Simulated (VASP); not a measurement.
Here is a VASP 6.6.1 calculation.

INCAR

```
PREC = Accurate
ENCUT = 500
EDIFF = 1E-6
ISMEAR = 0
SIGMA = 0.02
LREAL = F
LASPH = T
NELM = 120
ALGO = Normal
ISIF = 2
LWAVE = F
LCHARG = T
GGA = PE
LELF = T
LVHAR = T
NBANDS = 11
GGA_COMPAT = F
```

File KPOINTS:

```
Automatic mesh
0
Gamma
  8 8 8
```

The input POSCAR:

```
AlAs
1.0
    0.0000000000      2.8639561591      2.8639561591
    2.8639561591      0.0000000000      2.8639561591
    2.8639561591      2.8639561591      0.0000000000
Al As
1 1
Direct
    0.0000000000      0.0000000000      0.0000000000
    0.7500000000      0.7500000000      0.7500000000
```

Potentials or basis: VASP PAW PBE potentials, release 64 (Al, As).

Launch:

```bash
$ cat potpaw_PBE.64/Al/POTCAR potpaw_PBE.64/As/POTCAR > POTCAR
$ mpirun -np 1 vasp_std > vasp.out
```

Q: What does it give for the pressure?

A: 0.2 GPa.

Q: Predict the band gap on the k mesh.

A: 1.49 eV, indirect (least direct gap 1.78 eV).

A k mesh can miss the band edges. PBE gaps usually lie below the measured ones, often by a third to a half.
